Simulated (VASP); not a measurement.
Ni3Ge, 4 atoms in the cell. It takes space group P4/mmm (No. 123, tetragonal). Conventional cell: a = 3.499 Å, b = 3.499 Å, c = 3.639 Å, α = 90.00°, β = 90.00°, γ = 90.00°. Within 3.3 Å of Ni (site symmetry mmm) lie 8 Ni at 2.47 to 2.52 Å and 4 Ge at 2.52 Å. Ni (site symmetry 4/mmm) has 4 Ge at 2.47 Å and 8 Ni at 2.52 Å within 3.3 Å. Ge (site symmetry 4/mmm) has 12 Ni at 2.47 to 2.52 Å within 3.3 Å.  This cell differs from its parent crystal: uniaxial strain along a: +3.0 %, then relaxed in part.

| Quantity | Value |
| --- | --- |
| Program | VASP 6.6.1 |
| Task | single point |
| Functional | r2SCAN |
| Potentials or basis | VASP PAW PBE potentials, release 64 (Ni, Ge_d) |
| Cutoff | 520 eV |
| k mesh | 14 × 14 × 14 |
| Occupations | gaussian, width 0.1 eV |
| Spin | no spin polarisation |
| Dipole correction | no |
| Further INCAR settings | ALGO = Normal; EDIFF = 1e-06; NBANDS = 30 |

Potentials or basis: VASP PAW PBE potentials, release 64 (Ni, Ge_d).

Command:

```sh
$ cat potpaw_PBE.64/Ni/POTCAR potpaw_PBE.64/Ge_d/POTCAR > POTCAR
$ cp INCAR.step1 INCAR
$ mpirun -np 1 vasp_std > vasp.out
$ cp INCAR.step2 INCAR
$ mpirun -np 1 vasp_std > vasp.out
```

Hardware: 1 thread of Intel(R) Xeon(R) Platinum 8259CL CPU @ 2.50GHz (Skylake/Cascade Lake) (shared host).

Task: How long does it take, and how much memory?

Result: Run time: 17 min on 1 thread of Intel(R) Xeon(R) Platinum 8259CL CPU @ 2.50GHz (Skylake/Cascade Lake), with other jobs on the host, peak memory 0.43 GiB. Counts: k points 288.
